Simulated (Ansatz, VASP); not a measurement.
Bi: VASP beside Ansatz

File INCAR:

```
ALGO = Normal
EDIFF = 1E-6
ENCUT = 520
GGA = CA
ISIF = 2
ISMEAR = -1
LASPH = True
LCHARG = True
LELF = True
LREAL = False
LVHAR = True
LWAVE = False
NBANDS = 22
NELM = 60
PREC = Accurate
SIGMA = 0.03
```

KPOINTS

```
k-points
0
Gamma
  11 11 11
```

The input POSCAR:

```
Bi
1.0
    2.2729996784      1.3123169762      3.9144600000
   -2.2729996784      1.3123169762      3.9144600000
    0.0000000000     -2.6246339523      3.9144600000
Bi
2
Direct
    0.2338900000      0.2338900000      0.2338900000
    0.7661100000      0.7661100000      0.7661100000
```

Input for Ansatz:

```yaml
crystal:
  lattice:
    - [2.2729996784, 1.3123169762, 3.91446]
    - [-2.2729996784, 1.3123169762, 3.91446]
    - [0.0, -2.6246339523, 3.91446]
  atoms:
    - { symbol: Bi, position: [0.23389, 0.23389, 0.23389] }
    - { symbol: Bi, position: [0.76611, 0.76611, 0.76611] }
kpoints:
  mp_grid: { grid: [11, 11, 11] }
  band_path:
    path:
      - [0.0, 0.0, 0.0]
      - [0.5, 0.5, 0.5]
      - [0.7584056137, 0.2415943863, 0.5]
      - [0.5, -0.2415943863, 0.2415943863]
      - [0.5, 0.0, 0.0]
      - [0.0, 0.0, 0.0]
      - [0.3707971932, -0.3707971932, 0.0]
      - [0.6292028068, 0.0, 0.3707971932]
      - [0.5, 0.0, 0.5]
    npoints: 5
scf:
  occupations: { method: fermi_dirac, width: 0.03 }
hamiltonian:
  xc: lda
  pseudopotentials: { kind: all_electron, lapw: { basis_error: 0.00025 } }
output:
  forces: true
  stress: true
  eigenvalues: true
```

Change from the starting cell: zz strain of -1 %.

Alike in both runs: task single point; functional LDA; k mesh 11 × 11 × 11; occupations fermi-dirac, width 0.03 eV; no spin polarisation.

|  | VASP | Ansatz |
| --- | --- | --- |
| version | VASP 6.6.1 | Ansatz 0.2.0 |
| potentials or method | VASP PAW LDA potentials, release 64 (Bi_d), cutoff 520 eV | all-electron LAPW, scalar-relativistic |

Ansatz gave:

- pressure (GPa): -1.4
- traceless stress, the component that is largest in VASP (GPa): 0.27
- rms of the force components (eV/Å): 0.058

Problem. What did VASP give for the same quantities?

Solution. Pressure (GPa): -1.4; traceless stress, the component that is largest in VASP (GPa): 0.25; rms of the force components (eV/Å): 0.070.

LDA's correlation is that of Perdew and Zunger in VASP and of Perdew and Wang (1992) in Ansatz. Atom by atom the forces differ by 0.012 eV/Å (rms over components). Ansatz ran all-electron here, and VASP with PAW potentials.

Neither program's run includes spin-orbit coupling.
